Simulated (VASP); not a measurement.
The system is PbSe.

```xyz
2
Lattice="0.0000 3.1087 3.1087 3.1087 0.0000 3.1087 3.1087 3.1087 0.0000" Properties=species:S:1:pos:R:3 pbc="T T T"
Pb    0.0000    0.0000    0.0000
Se    3.1087    3.1087    3.1087
```

* Program: VASP 6.6.1
* Task: relaxation of cell and atoms
* Functional: PBEsol
* Potentials or basis: VASP PAW PBE potentials, release 64 (Pb_d, Se)
* Cutoff: 600 eV
* k mesh: 6 × 6 × 6
* Occupations: fermi-dirac, width 0.02 eV
* Spin: no spin polarisation

At the start: pressure -2.7 GPa; volume 30.04 Å³/atom.

How do energy, volume and symmetry change on relaxing?

Over 3 steps the energy falls by 14.3 meV/atom and the volume is 28.40 Å³/atom (-5.5 %); space group Fm-3m (No. 225, to 0.05 Å).

The path:
```tsv
step	energy change (eV)	largest force (eV/Å)	pressure (GPa)	volume (Å³)
1	0.0000	0.0000	-2.66	60.08
2	-0.0259	0.0000	0.94	55.84
3	-0.0287	0.0000	0.01	56.80
```

Final structure:
```cif
data_structure
_symmetry_space_group_name_H-M 'P 1'
_symmetry_Int_Tables_number 1
_cell_length_a 4.3146
_cell_length_b 4.3146
_cell_length_c 4.3146
_cell_angle_alpha 60.000
_cell_angle_beta 60.000
_cell_angle_gamma 60.000
_cell_volume 56.80
loop_
_atom_site_label
_atom_site_type_symbol
_atom_site_fract_x
_atom_site_fract_y
_atom_site_fract_z
_atom_site_occupancy
Pb1 Pb 0.00000 0.00000 0.00000 1
Se1 Se 0.50000 0.50000 0.50000 1
```

Caveat: the PAW data sets were made with another functional, which shifts forces and pressure a little.
